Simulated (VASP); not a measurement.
A run of VASP 6.6.1 is set up as follows.

The input INCAR:

```
SYSTEM = SnSe
ALGO     = Normal         ! electronic algorithm
EDIFF    = 1E-7           ! SCF threshold, eV
EDIFFG   = -0.001         ! ionic threshold
ENCUT    = 600            ! plane-wave cutoff, eV
IBRION   = 2              ! ionic algorithm
ISIF     = 3              ! what is computed and relaxed
ISMEAR   = 0              ! smearing method
LASPH    = .True.         ! aspherical terms in the spheres
LCHARG   = .False.        ! write CHGCAR
LREAL    = .False.        ! projectors in reciprocal space
LWAVE    = .False.        ! write WAVECAR
NELM     = 80             ! most SCF steps
NSW      = 80             ! ionic steps
PREC     = Accurate       ! precision mode
PSTRESS  = 120.0        
SIGMA    = 0.01           ! smearing width, eV
```

The input KPOINTS:

```
k-points
0
Gamma
  8 8 8
  0 0 0
```

The input POSCAR:

```
SnSe
1.0
    0.0000000000      2.9462619150      2.9462619150
    2.9462619150      0.0000000000      2.9462619150
    2.9462619150      2.9462619150      0.0000000000
Sn Se
1 1
Direct
    0.0000000000      0.0000000000      0.0000000000
    0.5000000000      0.5000000000      0.5000000000
```

Potentials or basis: VASP PAW LDA potentials, release 64 (Sn_d, Se).

Launch:

```bash
$ cat potpaw_LDA.64/Sn_d/POTCAR potpaw_LDA.64/Se/POTCAR > POTCAR
$ mpirun -np 1 vasp_std > vasp.out
```

Problem. What does it give for the space group after relaxing (to 0.05 Å)?

Solution. Fm-3m (No. 225).

Problem. What does it give for the relaxed volume?

Solution. 22.18 Å³/atom.

Problem. Estimate the relaxed cell.

Solution. a = 3.974 Å, b = 3.974 Å, c = 3.974 Å, α = 60.00°, β = 60.00°, γ = 60.00°.

Final structure:
```
CELL_PARAMETERS angstrom
0.00000 2.80980 2.80980
2.80980 0.00000 2.80980
2.80980 2.80980 0.00000
ATOMIC_POSITIONS crystal
Sn 0.00000 0.00000 0.00000
Se 0.50000 0.50000 0.50000
```

Caveat: the cell is relaxed towards a set pressure, so the enthalpy falls and the energy may rise. LDA usually gives volumes a few per cent too small.
